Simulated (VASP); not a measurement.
# CoO (I4/mmm) in VASP: further runs

Runs on CoO. Level: PBE+U. Tasks: single point.

Program: VASP 6.6.1. These are calculated values, not measurements. Logs are shortened: lines on timing, memory, paths and dates and some standing lists are left out, and cuts for length are marked.

### Step 1. The cell of the first run

The structure is tetragonal, space group I4/mmm (No. 139). Conventional cell: a = 2.868 Å, b = 2.868 Å, c = 4.008 Å, α = 90.00°, β = 90.00°, γ = 90.00°. Within 2.7 Å of Co (site symmetry 4/mmm) lie 6 O at 2.00 to 2.03 Å. Within 2.7 Å of O (site symmetry 4/mmm) lie 6 Co at 2.00 to 2.03 Å.

### Step 2. Single point, PBE+U

INCAR

```
SYSTEM = CoO
PREC = Accurate
ENCUT = 700
EDIFF = 1E-6
ISMEAR = 0
SIGMA = 0.02
LREAL = .False.
LASPH = .True.
NELM = 200
ALGO = Normal
ISIF = 2
LWAVE = .False.
LCHARG = .False.
LMAXMIX = 4
LDAU = .True.
LDAUTYPE = 2
LDAUL = 2 -1
LDAUU = 3.32 0
LDAUJ = 0 0
LDAUPRINT = 1
GGA = PE
NBANDS = 18
GGA_COMPAT = .False.
```

KPOINTS

```
Automatic mesh
0
Gamma
  12 12 12
  0 0 0
```

POSCAR

```
CoO
1.0
   -1.4340607057      1.4340607057      2.0039284158
    1.4340607057     -1.4340607057      2.0039284158
    1.4340607057      1.4340607057     -2.0039284158
Co O
1 1
Direct
    0.0000000000      0.0000000000      0.0000000000
    0.5000000000      0.5000000000      0.0000000000
```

Potentials or basis: VASP PAW PBE potentials, release 64 (Co_sv, O).

Run with:

```bash
cat potpaw_PBE.64/Co_sv/POTCAR potpaw_PBE.64/O/POTCAR > POTCAR
mpirun -np 1 vasp_std > vasp.out
```

OUTCAR:

```text
SYSTEM = CoO
   PREC = Accurate
   ENCUT = 700
   EDIFF = 1E-6
   ISMEAR = 0
   LREAL = .False.
   LASPH = .True.
   NELM = 200
   ISIF = 2
   GGA = PE

 ion  position               nearest neighbor table
   1  0.000  0.000  0.000-   2 2.00   2 2.00   2 2.03   2 2.03   2 2.03   2 2.03
   2  0.500  0.500  0.000-   1 2.00   1 2.00   1 2.03   1 2.03   1 2.03   1 2.03

  LATTYP: Found a body centered tetragonal cell.
 ALAT       =     2.8681214114
 C/A-ratio  =     1.3973804650

  Lattice vectors:

 A1 = (  -1.4340607057,   1.4340607057,   2.0039284158)
 A2 = (   1.4340607057,  -1.4340607057,   2.0039284158)
 A3 = (   1.4340607057,   1.4340607057,  -2.0039284158)

Analysis of symmetry for initial positions (statically):
=====================================================================
 Subroutine PRICEL returns:
 Original cell was already a primitive cell.

 Routine SETGRP: Setting up the symmetry group for a
 body centered tetragonal supercell.

 Subroutine GETGRP returns: Found 16 space group operations
 (whereof 16 operations were pure point group operations)
 out of a pool of 16 trial point group operations.

The static configuration has the point symmetry D_4h.

Analysis of symmetry for dynamics (positions and initial velocities):
=====================================================================
 Subroutine PRICEL returns:
 Original cell was already a primitive cell.

 Routine SETGRP: Setting up the symmetry group for a
 body centered tetragonal supercell.

 Subroutine GETGRP returns: Found 16 space group operations
 (whereof 16 operations were pure point group operations)
 out of a pool of 16 trial point group operations.

The dynamic configuration has the point symmetry D_4h.

 Subroutine INISYM returns: Found 16 space group operations
 (whereof 16 operations are pure point group operations),
 and found     1 'primitive' translations

----------------------------------------------------------------------------------------

                                     Primitive cell

  volume of cell :      16.4846

  direct lattice vectors                    reciprocal lattice vectors
    -1.434060706  1.434060706  2.003928416     0.000000000  0.348660275  0.249509911
     1.434060706 -1.434060706  2.003928416     0.348660275  0.000000000  0.249509911
     1.434060706  1.434060706 -2.003928416     0.348660275  0.348660275  0.000000000

  length of vectors
     2.851103174  2.851103174  2.851103174     0.428741394  0.428741394  0.493080090

  position of ions in fractional coordinates (direct lattice)
     0.000000000  0.000000000  0.000000000
     0.500000000  0.500000000  0.000000000

  ion indices of the primitive-cell ions
   primitive index   ion index
                 1           1
                 2           2

----------------------------------------------------------------------------------------

 KPOINTS: Automatic mesh

Automatic generation of k-mesh.
 Grid dimensions read from file:
 generate k-points for:   12   12   12

 Generating k-lattice:

  Cartesian coordinates                     Fractional coordinates (reciprocal lattice)
     0.000000000  0.029055023  0.020792493     0.083333333  0.000000000  0.000000000
     0.029055023  0.000000000  0.020792493     0.000000000  0.083333333  0.000000000
     0.029055023  0.029055023  0.000000000     0.000000000  0.000000000  0.083333333

  Length of vectors
     0.035728449  0.035728449  0.041090007

  Shift w.r.t. Gamma in fractional coordinates (k-lattice)
     0.000000000  0.000000000  0.000000000

 Subroutine IBZKPT returns following result:
 ===========================================
[... 36 lines left out ...]
   NGX,Y,Z   is equivalent  to a cutoff of  16.33, 16.33, 16.33 a.u.
   NGXF,Y,Z  is equivalent  to a cutoff of  32.65, 32.65, 32.65 a.u.
 SYSTEM =  CoO
   PREC   = accura    normal or accurate (medium, high low for compatibility)
   ISTART =      0    job   : 0-new  1-cont  2-samecut
   ICHARG =      2    charge: 1-file 2-atom 10-const
   ISPIN  =      1    spin polarized calculation?
   LNONCOLLINEAR =      F non collinear calculations
   LSORBIT =      F    spin-orbit coupling
   LASPH  =      T    aspherical Exc in radial PAW
   ENCUT  =  700.0 eV  51.45 Ry    7.17 a.u.   6.15  6.15  6.15*2*pi/ulx,y,z
   NELM   =    200;   NELMIN=  2; NELMDL= -5     # of ELM steps
   EDIFF  = 0.1E-05   stopping-criterion for ELM
   LREAL  =      F    real-space projection
   EDIFFG = 0.1E-04   stopping-criterion for IOM
   NSW    =      0    number of steps for IOM
   IBRION =     -1    ionic relax: 0-MD 1-quasi-New 2-CG
   NFREE  =      0    steps in history (QN), initial steepest desc. (CG)
   ISIF   =      2    stress and relaxation
   ISYM   =      2    0-nonsym 1-usesym 2-fastsym
   POTIM  = 0.5000    time-step for ionic-motion
   TEBEG  =    0.0;   TEEND  =   0.0 temperature during run
   PSTRESS=    0.0 pullay stress
   NELECT =      23.0000    total number of electrons
   NUPDOWN=      -1.0000    fix difference up-down
   EMIN   =  10.00;   EMAX   =-10.00  energy-range for DOS
   EFERMI =   0.00;   METHOD = LEGACY
   ISMEAR =     0;   SIGMA  =   0.02  broadening in eV -4-tet -1-fermi 0-gaus
   EFERMI_NEDOS =   21; number of points for ismear=-14 and -15
   IALGO  =     38    algorithm
   IMIX   =      4    mixing-type and parameters
     AMIX     =   0.40;   BMIX     =  1.00
     AMIX_MAG =   1.60;   BMIX_MAG =  1.00
  volume/ion in A,a.u.               =       8.24        55.62
  Fermi-wavevector in a.u.,A,eV,Ry     =   1.829328  3.456930 45.531115  3.346443
  Thomas-Fermi vector in A             =   2.884030
   LORBIT       =      0    0 simple, 1 ext, 2 COOP (PROOUT), +10 PAW based schemes
 LDA+U is selected, type is set to LDAUTYPE =  2
   angular momentum for each species LDAUL =     2   -1
   U (eV)           for each species LDAUU =   3.3  0.0
   J (eV)           for each species LDAUJ =   0.0  0.0
   GGA     = PE    functional components
   LHFCALC =     F    Hartree Fock is set to
   AEXX    =    0.0000 exact exchange contribution
   IVDW    =     0    specifies the selected vdW correction
   LEPSILON=     F    determine dielectric tensor
   LRPA    =     F    only Hartree local field effects (RPA)
 non-spin polarized calculation
 Gauss-broadening in eV      SIGMA  =   0.02
  energy-cutoff  :      700.00
  volume of cell :       16.48
 maximum number of plane-waves:       709
 NGX is ok and might be reduce to    28
   NGX = 13   NGY = 13   NGZ = 13

atom =   1  type =  1  l = 2

 onsite density matrix

spin component  1

  0.3838 -0.0000  0.0000 -0.0000 -0.0000
 -0.0000  0.9086  0.0000 -0.0000  0.0000
  0.0000  0.0000  0.3500  0.0000  0.0000
 -0.0000 -0.0000  0.0000  0.9086 -0.0000
 -0.0000  0.0000  0.0000 -0.0000  0.9076

spin component  2

  0.3838 -0.0000  0.0000 -0.0000 -0.0000
 -0.0000  0.9086  0.0000 -0.0000  0.0000
  0.0000  0.0000  0.3500  0.0000  0.0000
 -0.0000 -0.0000  0.0000  0.9086 -0.0000
 -0.0000  0.0000  0.0000 -0.0000  0.9076

 occupancies and eigenvectors

  o =  0.3500  v =  0.0000  0.0000 -1.0000 -0.0000  0.0000  0.0000  0.0000  0.0000  0.0000  0.0000      0.0000  0.0000  0.0000  0.0000  0.0000  0.0000  0.0000  0.0000  0.0000  0.0000
  o =  0.3500  v =  0.0000  0.0000  0.0000  0.0000  0.0000  0.0000  0.0000 -1.0000 -0.0000  0.0000      0.0000  0.0000  0.0000  0.0000  0.0000  0.0000  0.0000  0.0000  0.0000  0.0000
  o =  0.3838  v =  1.0000  0.0000  0.0000  0.0000  0.0000  0.0000  0.0000  0.0000  0.0000  0.0000      0.0000  0.0000  0.0000  0.0000  0.0000  0.0000  0.0000  0.0000  0.0000  0.0000
  o =  0.3838  v =  0.0000  0.0000  0.0000  0.0000  0.0000  1.0000  0.0000  0.0000  0.0000  0.0000      0.0000  0.0000  0.0000  0.0000  0.0000  0.0000  0.0000  0.0000  0.0000  0.0000
  o =  0.9076  v =  0.0000  0.0000 -0.0000  0.0000 -1.0000  0.0000  0.0000  0.0000  0.0000  0.0000      0.0000  0.0000  0.0000  0.0000  0.0000  0.0000  0.0000  0.0000  0.0000  0.0000
  o =  0.9076  v =  0.0000  0.0000  0.0000  0.0000  0.0000  0.0000  0.0000 -0.0000  0.0000 -1.0000      0.0000  0.0000  0.0000  0.0000  0.0000  0.0000  0.0000  0.0000  0.0000  0.0000
  o =  0.9086  v =  0.0000  0.0000  0.0000  0.0000  0.0000  0.0000 -0.2951  0.0000 -0.9555 -0.0000      0.0000  0.0000  0.0000  0.0000  0.0000  0.0000  0.0000  0.0000  0.0000  0.0000
  o =  0.9086  v =  0.0000 -0.2951  0.0000 -0.9555 -0.0000  0.0000  0.0000  0.0000  0.0000  0.0000      0.0000  0.0000  0.0000  0.0000  0.0000  0.0000  0.0000  0.0000  0.0000  0.0000
  o =  0.9086  v =  0.0000 -0.9555 -0.0000  0.2951 -0.0000  0.0000  0.0000  0.0000  0.0000  0.0000      0.0000  0.0000  0.0000  0.0000  0.0000  0.0000  0.0000  0.0000  0.0000  0.0000
  o =  0.9086  v =  0.0000  0.0000  0.0000  0.0000  0.0000  0.0000 -0.9555 -0.0000  0.2951 -0.0000      0.0000  0.0000  0.0000  0.0000  0.0000  0.0000  0.0000  0.0000  0.0000  0.0000

 number of electron      23.0000007 magnetization

 Free energy of the ion-electron system (eV)
  ---------------------------------------------------
  ext. energy  EPLUGINS =         0.00000000
  ---------------------------------------------------
  free energy    TOTEN  =       -10.26450724 eV

  energy without entropy =      -10.26405661  energy(sigma->0) =      -10.26428192

 E-fermi :  11.6666     XC(G=0): -13.6324

 val. band max:       11.6612665530   @ k =   0.2500   0.1667   0.0833
 cond. band min:      11.6722164022   @ k =  -0.2500  -0.3333   0.0833
 fundamental gap:      0.0109498492
 Fermi energy:        11.6665536797

 k-point     1 :       0.0000    0.0000    0.0000
  band No.  band energies     occupation
      1     -83.4627      2.00000
      2     -46.8260      2.00000
      3     -46.7288      2.00000
      4     -46.7288      2.00000
      5     -10.4680      2.00000
      6       7.3579      2.00000
[... 481 lines left out ...]
      5      -9.0732      2.00000
      6       2.8246      2.00000
[... 10 lines left out ...]
     17      27.7070      0.00000
     18      32.3621      0.00000

 [... further k-points ...]

------------------------ aborting loop because EDIFF is reached ----------------------------------------

  FORCE on cell =-STRESS in cart. coord.  units (eV):
  Direction    XX          YY          ZZ          XY          YZ          ZX
  --------------------------------------------------------------------------------------
  -------------------------------------------------------------------------------------
  Total        1.1183532      1.1183532      1.2098129      0.0000000      0.0000000     -0.0000000
  in kB      108.6956870    108.6956870    117.5848940      0.0000000      0.0000000     -0.0000000
  external PRESSURE =     111.6587560 kB  Pullay stress =       0.0000000 kB

 VOLUME and BASIS-vectors are now :
 -----------------------------------------------------------------------------
  energy-cutoff  :      700.00
  volume of cell :       16.48
      direct lattice vectors                 reciprocal lattice vectors
    -1.434060706  1.434060706  2.003928416     0.000000000  0.348660275  0.249509911
     1.434060706 -1.434060706  2.003928416     0.348660275  0.000000000  0.249509911
     1.434060706  1.434060706 -2.003928416     0.348660275  0.348660275  0.000000000

 POSITION                                       TOTAL-FORCE (eV/Angst)
 -----------------------------------------------------------------------------------
      0.00000      0.00000      0.00000         0.000000     -0.000000      0.000000
      0.00000      0.00000      2.00393        -0.000000      0.000000     -0.000000
 -----------------------------------------------------------------------------------
    total drift:                                0.000000     -0.000000     -0.000000

  FREE ENERGIE OF THE ION-ELECTRON SYSTEM (eV)
  ---------------------------------------------------
  free  energy   TOTEN  =       -10.2645072410 eV

  energy  without entropy=      -10.2640566067  energy(sigma->0) =      -10.26428192
```

Wall time 81 s (1 thread of Intel Xeon Platinum 8259CL at 2.50GHz (Skylake/Cascade Lake), shared host); peak memory 0.21 GiB.

Results:

| Item | Value |
| --- | --- |
| Free energy | -10.2645 eV |
| Pressure | 11.2 GPa |
| Band gap on the k mesh | zero (an odd number of electrons rules out a gap without spin polarisation) |

Stress tensor (GPa, compression positive):
```
10.87  0.00  0.00
 0.00 10.87  0.00
 0.00  0.00 11.76
```

Eigenvalues of the final occupation matrices:
```
    site  spin  trace               eigenvalues
site 1 d     1   3.46  0.35 0.38 0.91 0.91 0.91
site 1 d     2   3.46  0.35 0.38 0.91 0.91 0.91
```

Caveat: the cell stands under pressure; an odd number of electrons without spin polarisation forces a metal; a magnetic or distorted state may lie lower; the run has no spin polarisation, though such a crystal can be magnetic; U without spin polarisation on a metal has little footing.

### Step 3. Single point, PBE+U

This run uses another cell than the first one, of 7.67 Å³/atom.

INCAR

```
ALGO = Normal ; EDIFF = 1E-6
ENCUT = 700 ; GGA = PE
GGA_COMPAT = F ; ISIF = 2
ISMEAR = 0 ; LASPH = T
LCHARG = F ; LDAU = T
LDAUJ = 0 0 ; LDAUL = 2 -1
LDAUPRINT = 1 ; LDAUTYPE = 2
LDAUU = 3.32 0 ; LMAXMIX = 4
LREAL = F ; LWAVE = F
NBANDS = 18 ; NELM = 200
PREC = Accurate ; SIGMA = 0.02
```

KPOINTS

```
k-points
0
Gamma
  12 12 12
```

POSCAR

```
CoO
1.0
   -1.3999033342      1.3999033342      1.9561975721
    1.3999033342     -1.3999033342      1.9561975721
    1.3999033342      1.3999033342     -1.9561975721
Co O
1 1
Direct
    0.0000000000      0.0000000000      0.0000000000
    0.5000000000      0.5000000000      0.0000000000
```

Potentials or basis: VASP PAW PBE potentials, release 64 (Co_sv, O).

Run with:

```bash
cat potpaw_PBE.64/Co_sv/POTCAR potpaw_PBE.64/O/POTCAR > POTCAR
mpirun -np 1 vasp_std > vasp.out
```

Run time: 34 s. Hardware: 1 thread of Intel Xeon Platinum 8259CL at 2.50GHz (Skylake/Cascade Lake), shared host; peak memory 0.19 GiB.

The run converged, but its numbers aren't listed here, since they failed a check.

Caveat: the cell stands under pressure; an odd number of electrons without spin polarisation forces a metal; a magnetic or distorted state may lie lower; the run has no spin polarisation, though such a crystal can be magnetic; U without spin polarisation on a metal has little footing.

[end of part 1 of 2]
